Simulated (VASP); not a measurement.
# S: single point with LDA

The system is S.

```
S
1.0
     0.00000    2.76936    2.76936
     2.76936    0.00000    2.76936
     2.76936    2.76936    0.00000
S
2
Direct
  0.87500 0.87500 0.87500
  0.12500 0.12500 0.12500
```

This cell differs from its parent crystal: volume scaled by 0.95, level accurate.

```
Program             : VASP 6.6.1
Task                : single point
Functional          : LDA
Potentials or basis : VASP PAW LDA potentials, release 64 (S)
Cutoff              : 520 eV
k mesh              : 13 × 13 × 13
Occupations         : fermi-dirac, width 0.05 eV
Spin                : no spin polarisation
```

* Pressure: 2.9 GPa
* Band gap on the k mesh: zero (band 6 reaches 5.18 eV, above the bottom of band 7 at 3.57 eV)

Levels at points of the mesh, in eV from the Fermi level:
| k point | band 3 | band 4 | band 5 | band 6 | band 7 | band 8 | band 9 | band 10 |
| --- | --- | --- | --- | --- | --- | --- | --- | --- |
| (0.00, 0.00, 0.00) | -4.35 | -4.35 | -4.35 | -1.15 | -1.15 | -1.15 | 5.30 | 7.52 |

Wall time 66 s on 1 thread of AMD EPYC 7R13 (shared host), peak memory 0.13 GiB.
